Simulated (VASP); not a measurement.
# BaTiO3 in VASP: further runs, part 2 of 2

VASP 6.6.1. The steps go on from the part before.

## Step 3: Single point, PBE

This run uses another cell than the first one, of 12.86 Å³/atom.

Contents of INCAR:

```
SYSTEM = BaTiO3
ALGO = Normal
EDIFF = 1E-6
ENCUT = 520
GGA = PE
ISIF = 2
ISMEAR = -1
LASPH = .TRUE.
LCHARG = .FALSE.
LREAL = .FALSE.
LWAVE = .FALSE.
NBANDS = 28
NELM = 60
PREC = Accurate
SIGMA = 0.05
```

Contents of KPOINTS:

```
k-points
0
G
  7 7 7
  0 0 0
```

Contents of POSCAR:

```
BaTiO3
1.0
    3.9998000000     -0.0399980000      0.0000000000
   -0.0399980000      3.9998000000      0.0000000000
    0.0000000000      0.0000000000      4.0180000000
Ba Ti O
1 1 3
Direct
    0.0000000000      0.0000000000      0.0000000000
    0.5000000000      0.5000000000      0.4900000000
    0.0000000000      0.5000000000      0.5170000000
    0.5000000000      0.0000000000      0.5170000000
    0.5000000000      0.5000000000      0.0190000000
```

Potentials or basis: VASP PAW PBE potentials, release 64 (Ba_sv, Ti_sv, O).

Started as:

```console
$ cat potpaw_PBE.64/Ba_sv/POTCAR potpaw_PBE.64/Ti_sv/POTCAR potpaw_PBE.64/O/POTCAR > POTCAR
$ mpirun -np 1 vasp_std > vasp.out
```

OUTCAR:

```text
SYSTEM = BaTiO3
   EDIFF = 1E-6
   ENCUT = 520
   GGA = PE
   ISIF = 2
   ISMEAR = -1
   LASPH = .TRUE.
   LREAL = .FALSE.
   NELM = 60
   PREC = Accurate

 ion  position               nearest neighbor table
   1  0.000  0.000  0.000-   3 2.79   4 2.79   3 2.79   4 2.79   5 2.80   5 2.80   5 2.86   5 2.86
                             4 2.88   3 2.88   4 2.88   3 2.88   2 3.42   2 3.42   2 3.47   2 3.47
   2  0.500  0.500  0.490-   5 1.89   4 2.00   3 2.00   4 2.00   3 2.00   5 2.13   1 3.42   1 3.42
                             1 3.47   1 3.47   1 3.47   1 3.47   1 3.52   1 3.52
   3  0.000  0.500  0.517-   2 2.00   2 2.00   1 2.79   1 2.79   1 2.88   1 2.88
   4  0.500  0.000  0.517-   2 2.00   2 2.00   1 2.79   1 2.79   1 2.88   1 2.88
   5  0.500  0.500  0.019-   2 1.89   2 2.13   1 2.80   1 2.80   1 2.86   1 2.86

  LATTYP: Found a base centered orthorhombic cell.
 ALAT       =     5.6000056927
 B/A-ratio  =     1.0202020202
 C/A-ratio  =     0.7174992706

  Lattice vectors:

 A1 = (   3.9998000000,  -0.0399980000,   0.0000000000)
 A2 = (  -0.0399980000,   3.9998000000,   0.0000000000)
 A3 = (   0.0000000000,   0.0000000000,   4.0180000000)

Analysis of symmetry for initial positions (statically):
=====================================================================
 Subroutine PRICEL returns:
 Original cell was already a primitive cell.

 Routine SETGRP: Setting up the symmetry group for a
 base centered orthorhombic supercell.

 Subroutine GETGRP returns: Found  4 space group operations
 (whereof  4 operations were pure point group operations)
 out of a pool of  8 trial point group operations.

The static configuration has the point symmetry C_2v.

Analysis of symmetry for dynamics (positions and initial velocities):
=====================================================================
 Subroutine PRICEL returns:
 Original cell was already a primitive cell.

 Routine SETGRP: Setting up the symmetry group for a
 base centered orthorhombic supercell.
[... 131 lines left out ...]
     AMIX_MAG =   1.60;   BMIX_MAG =  1.00
  volume/ion in A,a.u.               =      12.86        86.75
  Fermi-wavevector in a.u.,A,eV,Ry     =   1.397700  2.641269 26.579850  1.953564
  Thomas-Fermi vector in A             =   2.520930
   LORBIT       =      0    0 simple, 1 ext, 2 COOP (PROOUT), +10 PAW based schemes
   GGA     = PE    functional components
   LHFCALC =     F    Hartree Fock is set to
   AEXX    =    0.0000 exact exchange contribution
   IVDW    =     0    specifies the selected vdW correction
   LEPSILON=     F    determine dielectric tensor
   LRPA    =     F    only Hartree local field effects (RPA)
 non-spin polarized calculation
  energy-cutoff  :      520.00
  volume of cell :       64.28
 maximum number of plane-waves:      1753
 NGX is ok and might be reduce to    30
   NGX = 15   NGY = 15   NGZ = 15

 number of electron      39.9999975 magnetization

 Free energy of the ion-electron system (eV)
  ---------------------------------------------------
  ext. energy  EPLUGINS =         0.00000000
  ---------------------------------------------------
  free energy    TOTEN  =       -39.97199570 eV

  energy without entropy =      -39.97199570  energy(sigma->0) =      -39.97199570

 E-fermi :   4.7500     XC(G=0): -11.2426

 val. band max:        3.7605267309   @ k =  -0.4286   0.4286   0.4286
 cond. band min:       5.6162038713   @ k =   0.0000   0.0000   0.0000
 fundamental gap:      1.8556771404
 Fermi energy:         4.7499513506

 k-point     1 :       0.0000    0.0000    0.0000
  band No.  band energies     occupation
      1     -52.7539      2.00000
      2     -28.9952      2.00000
      3     -28.9736      2.00000
      4     -28.9562      2.00000
      5     -21.0120      2.00000
      6     -13.0745      2.00000
[... 733 lines left out ...]
     27      11.6560      0.00000
     28      12.6738      0.00000

 [... further k-points ...]

------------------------ aborting loop because EDIFF is reached ----------------------------------------

  FORCE on cell =-STRESS in cart. coord.  units (eV):
  Direction    XX          YY          ZZ          XY          YZ          ZX
  --------------------------------------------------------------------------------------
  -------------------------------------------------------------------------------------
  Total        1.5850155      1.5850155      1.9484093      1.0073465      0.0000000      0.0000000
  in kB       39.5094564     39.5094564     48.5677200     25.1099830      0.0000000      0.0000000
  external PRESSURE =      42.5288776 kB  Pullay stress =       0.0000000 kB

 VOLUME and BASIS-vectors are now :
 -----------------------------------------------------------------------------
  energy-cutoff  :      520.00
  volume of cell :       64.28
      direct lattice vectors                 reciprocal lattice vectors
     3.999800000 -0.039998000  0.000000000     0.250037504  0.002500375  0.000000000
    -0.039998000  3.999800000  0.000000000     0.002500375  0.250037504  0.000000000
     0.000000000  0.000000000  4.018000000     0.000000000  0.000000000  0.248880040

 POSITION                                       TOTAL-FORCE (eV/Angst)
 -----------------------------------------------------------------------------------
      0.00000      0.00000      0.00000         0.000000      0.000000      0.074766
      1.97990      1.97990      1.96882        -0.000000      0.000000     -0.113531
     -0.02000      1.99990      2.07731         0.000000      0.000000     -0.117753
      1.99990     -0.02000      2.07731        -0.000000      0.000000     -0.117753
      1.97990      1.97990      0.07634         0.000000      0.000000      0.274270
 -----------------------------------------------------------------------------------
    total drift:                               -0.000000     -0.000000      0.000480

  FREE ENERGIE OF THE ION-ELECTRON SYSTEM (eV)
  ---------------------------------------------------
  free  energy   TOTEN  =       -39.9719957005 eV

  energy  without entropy=      -39.9719956996  energy(sigma->0) =      -39.97199570
```

stdout:

```text
POSCAR found type information on POSCAR BaTiO
 POSCAR found :  3 types and       5 ions
 scaLAPACK will be used
 LDA part: xc-table for (Slater+PW92), standard interpolation
 POSCAR, INCAR and KPOINTS ok, starting setup
 FFT: planning ... GRIDC
 FFT: planning ... GRID_SOFT
 FFT: planning ... GRID
 WAVECAR not read
 entering main loop
```

Run time: 47 s. Hardware: 1 thread of Intel Xeon 6975P-C (Granite Rapids), shared host; peak memory 0.25 GiB.

What came out:

```
Free energy            : -39.9720 eV
Pressure               : 4.3 GPa
Largest force          : 0.274 eV/Å
Band gap on the k mesh : 1.86 eV (least direct gap 1.99 eV)
```

Forces on the atoms (eV/Å):
```
Ba   0.000  0.000  0.075
Ti   0.000  0.000 -0.114
O    0.000  0.000 -0.118
O    0.000  0.000 -0.118
O    0.000  0.000  0.274
```

Stress tensor (GPa, compression positive):
```
3.95 2.51 0.00
2.51 3.95 0.00
0.00 0.00 4.86
```

Levels at points of the mesh, in eV from the valence-band top:
```
           k point  band 16  band 17  band 18  band 19  band 20  band 21  band 22  band 23  band 24  band 25
(0.00, 0.00, 0.00)    -1.11    -1.05    -0.27    -0.22    -0.13     1.86     2.04     2.11     4.05     4.15
```

Caveat: the cell stands under pressure; spin-orbit coupling is left out, which moves the levels of the heavy elements; an odd mesh through Γ misses points on the zone boundary, where band edges can lie.
